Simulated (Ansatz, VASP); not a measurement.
# One calculation of Ge, two programs

```
Ge
1.0
     6.56561    0.00000    0.00000
     0.00000    6.56561    0.00000
     0.00000    0.00000    6.57906
Ge
12
Direct
  0.62781 0.62781 0.62500
  0.37219 0.37219 0.12500
  0.37219 0.62781 0.37500
  0.62781 0.37219 0.87500
  0.15949 0.58169 0.91035
  0.84051 0.41831 0.41035
  0.41831 0.15949 0.66035
  0.58169 0.84051 0.16035
  0.84051 0.58169 0.08965
  0.15949 0.41831 0.58965
  0.58169 0.15949 0.33965
  0.41831 0.84051 0.83965
```

Alike in both runs: task relaxation of cell and atoms; functional PBE; k mesh 4 × 4 × 4; occupations gaussian, width 0.1 eV; no spin polarisation.

|  | VASP | Ansatz |
| --- | --- | --- |
| version | VASP 6.6.1 | Ansatz 0.2.0 |
| potentials or method | VASP PAW PBE potentials, release 64 (Ge_d), cutoff 500 eV | scalar-relativistic, plane waves, PAW |
| valence electrons in the cell | 168 | 168 |

```csv
,VASP,Ansatz,Ansatz less VASP
"gap on the k mesh at the Fermi level, each at its own relaxed structure (eV)",none,none,-
relaxed volume (Å³/atom),27.96,28.18,+0.218
relaxed length of the cell vector where the two differ most in proportion (Å),6.957,6.980,+0.0224
```

A gap of «none» marks a metal or a gap that the smearing closes.

Noted on VASP's run: the volume moved by over 15 % at a fixed basis, so the end points are rough.
